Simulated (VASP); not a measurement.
Write the native input for VASP 6.6.1 that does the following.

```
Task                   : relaxation of cell and atoms
Functional             : PBE
Potentials or basis    : VASP PAW PBE potentials, release 64 (Sn_d)
Cutoff                 : 600 eV
k mesh                 : 14 × 14 × 14
Occupations            : fermi-dirac, width 0.1 eV
Spin                   : no spin polarisation
Dipole correction      : no
Further INCAR settings : ALGO = Normal; EDIFF = 1e-06; IBRION = 2; EDIFFG = -0.005; NSW = 60; ISIF = 3
```

The structure of Sn lies in POSCAR:

```
Sn
1.0
   -1.9129311828      1.9129311828      1.9129311828
    1.9129311828     -1.9129311828      1.9129311828
    1.9129311828      1.9129311828     -1.9129311828
Sn
1
Direct
    0.0000000000      0.0000000000      0.0000000000
```

The input as run:

INCAR

```
PREC = Accurate
ENCUT = 600
EDIFF = 1E-6
ISMEAR = -1
SIGMA = 0.1
LREAL = False
LASPH = True
NELM = 100
ALGO = Normal
ISIF = 3
LWAVE = False
LCHARG = False
GGA = PE
IBRION = 2
NSW = 60
EDIFFG = -0.005
```

KPOINTS

```
regular mesh
0
Gamma
  14 14 14
```

Potentials or basis: VASP PAW PBE potentials, release 64 (Sn_d).

The run is started by

```console
$ cat potpaw_PBE.64/Sn_d/POTCAR > POTCAR
$ mpirun -np 1 vasp_std > vasp.out
```

Results of the run:

```yaml
Relaxed_volume: 27.62 Å³/atom
Relaxed_cell: a = 3.298 Å, b = 3.298 Å, c = 3.298 Å, α = 109.47°, β = 109.47°, γ = 109.47°
Space_group_after_relaxing_to_0.05_Å: Im-3m (No. 229)
Energy_gained_by_relaxing: 0.7 meV/atom
Ionic_steps: 3
Pressure_after_relaxing: 0.0 GPa
Band_gap_on_the_k_mesh: zero (band 7 reaches 15.72 eV, above the bottom of band 8 at 5.53 eV)
```

Caveat: spin-orbit coupling is left out, which moves the levels of the heavy elements.

Run time: 34 s on 1 thread of AMD EPYC 9R45 96-Core Processor (Zen 5) (shared host), peak memory 0.16 GiB.
